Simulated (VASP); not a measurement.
# FeO (Wuestite) (Fm-3m) in VASP: settings compared

The runs below take FeO (Wuestite) through single point, relaxation of cell and atoms, with LDA, PBEsol, revPBE, RPBE.

All numbers are computed with VASP 6.6.1; they aren't measurements. Logs are shortened: lines on timing, memory, paths and dates and some standing lists are left out, and cuts for length are marked.

**What was measured.**

“W\"ustite: Electric, thermodynamic and optical properties of FeO”, 2012, arxiv:1203.1201 quotes, for a bulk crystal of FeO: band gap 2.4 eV (optical).

How close the calculation comes is told below.

## 1. The cell of the first run

It takes space group Fm-3m (No. 225, cubic). Conventional cell: a = 4.183 Å, b = 4.183 Å, c = 4.183 Å, α = 90.00°, β = 90.00°, γ = 90.00°. Within 2.8 Å of Fe (site symmetry m-3m) lie 6 O at 2.09 Å. Within 2.8 Å of O (site symmetry m-3m) lie 6 Fe at 2.09 Å.

## 2. Single point, LDA, collinear spin, ferromagnetic start

File INCAR:

```
SYSTEM = FeO
  PREC = Accurate
  ENCUT = 520
  EDIFF = 1E-7
  ISMEAR = -1
  SIGMA = 0.05
  LREAL = .FALSE.
  LASPH = .TRUE.
  NELM = 150
  ALGO = Normal
  ISIF = 2
  LWAVE = .FALSE.
  LCHARG = .TRUE.
  ISPIN = 2
  MAGMOM = 3 0
  LORBIT = 11
  LMAXMIX = 4
  GGA = CA
  LELF = .TRUE.
  LVHAR = .TRUE.
  NBANDS = 18
```

File KPOINTS:

```
Automatic mesh
0
G
  11 11 11
  0 0 0
```

File POSCAR:

```
FeO
1.0
    0.0000000000      2.0915473016      2.0915473016
    2.0915473016      0.0000000000      2.0915473016
    2.0915473016      2.0915473016      0.0000000000
Fe O
1 1
Direct
    0.0000000000      0.0000000000      0.0000000000
    0.5000000000      0.5000000000      0.5000000000
```

Potentials or basis: VASP PAW LDA potentials, release 64 (Fe, O).

On the command line:

```bash
$ cat potpaw_LDA.64/Fe/POTCAR potpaw_LDA.64/O/POTCAR > POTCAR
$ mpirun -np 1 vasp_std > vasp.out
```

OUTCAR:

```text
SYSTEM = FeO
   PREC = Accurate
   ENCUT = 520
   EDIFF = 1E-7
   ISMEAR = -1
   LREAL = .FALSE.
   LASPH = .TRUE.
   NELM = 150
   ISIF = 2
   ISPIN = 2
   LORBIT = 11
   GGA = CA

 ion  position               nearest neighbor table
   1  0.000  0.000  0.000-   2 2.09   2 2.09   2 2.09   2 2.09   2 2.09   2 2.09
   2  0.500  0.500  0.500-   1 2.09   1 2.09   1 2.09   1 2.09   1 2.09   1 2.09

  LATTYP: Found a face centered cubic cell.
 ALAT       =     4.1830946032

  Lattice vectors:

 A1 = (   0.0000000000,   2.0915473016,   2.0915473016)
 A2 = (   2.0915473016,   0.0000000000,   2.0915473016)
 A3 = (   2.0915473016,   2.0915473016,   0.0000000000)

Analysis of symmetry for initial positions (statically):
=====================================================================
 Subroutine PRICEL returns:
 Original cell was already a primitive cell.

 Routine SETGRP: Setting up the symmetry group for a
 face centered cubic supercell.

 Subroutine GETGRP returns: Found 48 space group operations
 (whereof 48 operations were pure point group operations)
 out of a pool of 48 trial point group operations.

The static configuration has the point symmetry O_h .

Analysis of symmetry for dynamics (positions and initial velocities):
=====================================================================
 Subroutine PRICEL returns:
 Original cell was already a primitive cell.

 Routine SETGRP: Setting up the symmetry group for a
 face centered cubic supercell.

 Subroutine GETGRP returns: Found 48 space group operations
 (whereof 48 operations were pure point group operations)
 out of a pool of 48 trial point group operations.

The dynamic configuration has the point symmetry O_h .

Analysis of structural, dynamic, and magnetic symmetry:
=====================================================================
 Subroutine PRICEL returns:
 Original cell was already a primitive cell.

 Routine SETGRP: Setting up the symmetry group for a
 face centered cubic supercell.

 Subroutine GETGRP returns: Found 48 space group operations
 (whereof 48 operations were pure point group operations)
 out of a pool of 48 trial point group operations.

The overall configuration has the point symmetry O_h .

 Subroutine INISYM returns: Found 48 space group operations
 (whereof 48 operations are pure point group operations),
 and found     1 'primitive' translations

----------------------------------------------------------------------------------------

                                     Primitive cell

  volume of cell :      18.2992

  direct lattice vectors                    reciprocal lattice vectors
     0.000000000  2.091547302  2.091547302    -0.239057467  0.239057467  0.239057467
     2.091547302  0.000000000  2.091547302     0.239057467 -0.239057467  0.239057467
     2.091547302  2.091547302  0.000000000     0.239057467  0.239057467 -0.239057467

  length of vectors
     2.957894560  2.957894560  2.957894560     0.414059679  0.414059679  0.414059679

  position of ions in fractional coordinates (direct lattice)
     0.000000000  0.000000000  0.000000000
     0.500000000  0.500000000  0.500000000

  ion indices of the primitive-cell ions
   primitive index   ion index
                 1           1
                 2           2

----------------------------------------------------------------------------------------

 KPOINTS: Automatic mesh

Automatic generation of k-mesh.
 Grid dimensions read from file:
 generate k-points for:   11   11   11

 Generating k-lattice:

  Cartesian coordinates                     Fractional coordinates (reciprocal lattice)
    -0.021732497  0.021732497  0.021732497     0.090909091  0.000000000  0.000000000
     0.021732497 -0.021732497  0.021732497     0.000000000  0.090909091  0.000000000
     0.021732497  0.021732497 -0.021732497     0.000000000  0.000000000  0.090909091

  Length of vectors
     0.037641789  0.037641789  0.037641789

  Shift w.r.t. Gamma in fractional coordinates (k-lattice)
     0.000000000  0.000000000  0.000000000

 Subroutine IBZKPT returns following result:
 ===========================================

 Found     56 irreducible k-points:

 Following reciprocal coordinates:
            Coordinates               Weight
  0.000000  0.000000  0.000000      1.000000
  0.090909  0.000000  0.000000      8.000000
  0.181818  0.000000  0.000000      8.000000
  0.272727  0.000000  0.000000      8.000000
  0.363636  0.000000  0.000000      8.000000
  0.454545  0.000000  0.000000      8.000000
[... 16 lines left out ...]
 -0.272727  0.181818  0.000000     24.000000
 -0.181818  0.181818  0.000000     12.000000
 [... further k-points ...]
   k-points           NKPTS =     56   k-points in BZ     NKDIM =     56   number of bands    NBANDS=     18
   number of dos      NEDOS =    301   number of ions     NIONS =      2
   total plane-waves  NPLWV =  13824
   dimension x,y,z NGX =    24 NGY =   24 NGZ =   24
   dimension x,y,z NGXF=    48 NGYF=   48 NGZF=   48
   ions per type =               1   1
   NGX,Y,Z   is equivalent  to a cutoff of  13.49, 13.49, 13.49 a.u.
   NGXF,Y,Z  is equivalent  to a cutoff of  26.98, 26.98, 26.98 a.u.
 SYSTEM =  FeO
   PREC   = accura    normal or accurate (medium, high low for compatibility)
   ISTART =      0    job   : 0-new  1-cont  2-samecut
   ICHARG =      2    charge: 1-file 2-atom 10-const
   ISPIN  =      2    spin polarized calculation?
   LNONCOLLINEAR =      F non collinear calculations
   LSORBIT =      F    spin-orbit coupling
   LASPH  =      T    aspherical Exc in radial PAW
   ENCUT  =  520.0 eV  38.22 Ry    6.18 a.u.   5.50  5.50  5.50*2*pi/ulx,y,z
   NELM   =    150;   NELMIN=  2; NELMDL= -5     # of ELM steps
   EDIFF  = 0.1E-06   stopping-criterion for ELM
   LREAL  =      F    real-space projection
   EDIFFG = 0.1E-05   stopping-criterion for IOM
   NSW    =      0    number of steps for IOM
   IBRION =     -1    ionic relax: 0-MD 1-quasi-New 2-CG
   NFREE  =      0    steps in history (QN), initial steepest desc. (CG)
   ISIF   =      2    stress and relaxation
   ISYM   =      2    0-nonsym 1-usesym 2-fastsym
   POTIM  = 0.5000    time-step for ionic-motion
   TEBEG  =    0.0;   TEEND  =   0.0 temperature during run
   PSTRESS=    0.0 pullay stress
   NELECT =      14.0000    total number of electrons
   NUPDOWN=      -1.0000    fix difference up-down
   EMIN   =  10.00;   EMAX   =-10.00  energy-range for DOS
   EFERMI =   0.00;   METHOD = LEGACY
   ISMEAR =    -1;   SIGMA  =   0.05  broadening in eV -4-tet -1-fermi 0-gaus
   EFERMI_NEDOS =   21; number of points for ismear=-14 and -15
   IALGO  =     38    algorithm
   IMIX   =      4    mixing-type and parameters
     AMIX     =   0.40;   BMIX     =  1.00
     AMIX_MAG =   1.60;   BMIX_MAG =  1.00
  volume/ion in A,a.u.               =       9.15        61.74
  Fermi-wavevector in a.u.,A,eV,Ry     =   1.497292  2.829471 30.502672  2.241883
  Thomas-Fermi vector in A             =   2.609199
   LORBIT       =     11    0 simple, 1 ext, 2 COOP (PROOUT), +10 PAW based schemes
   GGA     = CA    functional components
   LHFCALC =     F    Hartree Fock is set to
   AEXX    =    0.0000 exact exchange contribution
   IVDW    =     0    specifies the selected vdW correction
   LEPSILON=     F    determine dielectric tensor
   LRPA    =     F    only Hartree local field effects (RPA)
 spin polarized calculation
  energy-cutoff  :      520.00
  volume of cell :       18.30
 maximum number of plane-waves:       531
 NGX is ok and might be reduce to    24
   NGX = 11   NGY = 11   NGZ = 11

 number of electron      14.0000006 magnetization       3.7746759

 Free energy of the ion-electron system (eV)
  ---------------------------------------------------
  ext. energy  EPLUGINS =         0.00000000
  ---------------------------------------------------
  free energy    TOTEN  =       -16.49600434 eV

  energy without entropy =      -16.48040902  energy(sigma->0) =      -16.48820668

 E-fermi :   6.8682     XC(G=0): -13.1279

 val. band max:        6.8379798537   @ k =   0.4545   0.0909   0.0000
 cond. band min:       6.8686945280   @ k =   0.2727   0.0909   0.0000
 fundamental gap:      0.0307146744
 Fermi energy:         6.8682049203

 spin component 1

 k-point     1 :       0.0000    0.0000    0.0000
  band No.  band energies     occupation
      1     -14.3340      1.00000
      2       2.7433      1.00000
      3       2.7433      1.00000
      4       2.7433      1.00000
      5       3.2200      1.00000
      6       3.2200      1.00000
[... 10 lines left out ...]
     17      29.2037      0.00000
     18      31.7919      0.00000
[... 463 lines left out ...]
 k-point    24 :      -0.1818    0.1818    0.0000
  band No.  band energies     occupation
      1     -13.4673      1.00000
      2      -0.9145      1.00000
      3       0.3331      1.00000
      4       0.7865      1.00000
      5       3.6582      1.00000
      6       4.0639      1.00000
[... 10 lines left out ...]
     17      34.8900      0.00000
     18      36.5845      0.00000

 [... further k-points ...]

 spin component 2

 k-point     1 :       0.0000    0.0000    0.0000
  band No.  band energies     occupation
      1     -13.7989      1.00000
      2       3.3105      1.00000
      3       3.3105      1.00000
      4       3.3105      1.00000
      5       5.9269      1.00000
      6       5.9269      1.00000
[... 10 lines left out ...]
     17      30.4631      0.00000
     18      32.9393      0.00000
[... 463 lines left out ...]
 k-point    24 :      -0.1818    0.1818    0.0000
  band No.  band energies     occupation
      1     -12.9252      1.00000
      2      -0.0929      1.00000
      3       1.5934      1.00000
      4       1.7182      1.00000
      5       6.4896      0.99949
      6       6.7527      0.90970
[... 10 lines left out ...]
     17      35.6786      0.00000
     18      37.4232      0.00000

 [... further k-points ...]
[... 5 lines left out ...]
  --------------------------------------------------------------------------------------
  -------------------------------------------------------------------------------------
  Total       -0.0918131     -0.0918131     -0.0918131     -0.0000000     -0.0000000     -0.0000000
  in kB       -8.0386322     -8.0386322     -8.0386322     -0.0000000     -0.0000000     -0.0000000
  external PRESSURE =      -8.0386322 kB  Pullay stress =       0.0000000 kB

 VOLUME and BASIS-vectors are now :
 -----------------------------------------------------------------------------
  energy-cutoff  :      520.00
  volume of cell :       18.30
      direct lattice vectors                 reciprocal lattice vectors
     0.000000000  2.091547302  2.091547302    -0.239057467  0.239057467  0.239057467
     2.091547302  0.000000000  2.091547302     0.239057467 -0.239057467  0.239057467
     2.091547302  2.091547302  0.000000000     0.239057467  0.239057467 -0.239057467

 POSITION                                       TOTAL-FORCE (eV/Angst)
 -----------------------------------------------------------------------------------
      0.00000      0.00000      0.00000         0.000000      0.000000      0.000000
      2.09155      2.09155      2.09155        -0.000000      0.000000      0.000000
 -----------------------------------------------------------------------------------
    total drift:                                0.000000     -0.000000     -0.000000

  FREE ENERGIE OF THE ION-ELECTRON SYSTEM (eV)
  ---------------------------------------------------
  free  energy   TOTEN  =       -16.4960043449 eV

  energy  without entropy=      -16.4804090198  energy(sigma->0) =      -16.48820668

 total charge

# of ion       s       p       d       tot
------------------------------------------
    1        0.318   0.427   6.199   6.945
    2        1.547   3.447   0.000   4.994
--------------------------------------------------
tot          1.865   3.875   6.199  11.939

 magnetization (x)

# of ion       s       p       d       tot
------------------------------------------
    1        0.025   0.023   3.351   3.400
    2        0.033   0.251   0.000   0.284
--------------------------------------------------
tot          0.058   0.274   3.351   3.683
```

Run time: 23 s. Hardware: 1 thread of Intel Xeon 6975P-C, shared host; peak memory 0.15 GiB.

What came out:

| Property | Result |
| --- | --- |
| Free energy | -16.4960 eV |
| Pressure | -0.8 GPa |
| Net moment | 3.77 μB per cell |
| Site moments | Fe +3.40; O +0.28 μB |
| Valence electrons inside the program's atomic spheres | Fe 6.95; O 4.99 |

Caveat: a cell with one magnetic atom can't hold antiferromagnetic order, which such compounds often take; semilocal functionals often make such compounds metallic where correlation or magnetic order opens a gap, which also shifts bond lengths.

(Continued in part 2 of 2.)
